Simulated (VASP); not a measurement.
A run of VASP 6.6.1:

The input POSCAR:

```
K
1.0
   -2.6752812993      2.6752812993      2.6752812993
    2.6752812993     -2.6752812993      2.6752812993
    2.6752812993      2.6752812993     -2.6752812993
K
1
Direct
    0.0000000000      0.0000000000      0.0000000000
```

File INCAR.step1:

```
PREC = Accurate
ENCUT = 550
ISMEAR = -1
SIGMA = 0.02
LREAL = False
LASPH = True
NELM = 120
NBANDS = 10
GGA = PE
ALGO = Normal
EDIFF = 1E-5
LWAVE = True
LCHARG = False
GGA_COMPAT = False
```

File INCAR.step2:

```
PREC = Accurate
ENCUT = 550
EDIFF = 1E-6
ISMEAR = -1
SIGMA = 0.02
LREAL = False
LASPH = True
NELM = 120
ALGO = Normal
ISIF = 2
LWAVE = False
LCHARG = False
METAGGA = R2SCAN
LMIXTAU = True
NBANDS = 10
ISTART = 1
GGA_COMPAT = False
```

KPOINTS

```
regular mesh
0
Gamma
  6 6 6
```

Potentials or basis: VASP PAW PBE potentials, release 64 (K_sv).

Launch:

```bash
$ cat potpaw_PBE.64/K_sv/POTCAR > POTCAR
$ cp INCAR.step1 INCAR
$ mpirun -np 1 vasp_std > vasp.out
$ cp INCAR.step2 INCAR
$ mpirun -np 1 vasp_std > vasp.out
```

Hardware: 1 thread of AMD EPYC 9R45 96-Core Processor (Zen 5), with other jobs on the host.

**Question.** How long does it take, and how much memory?

**Answer.** Run time: 42 s on 1 thread of AMD EPYC 9R45 96-Core Processor (Zen 5), on a shared host, peak memory 0.18 GiB. Counts: k points 16.
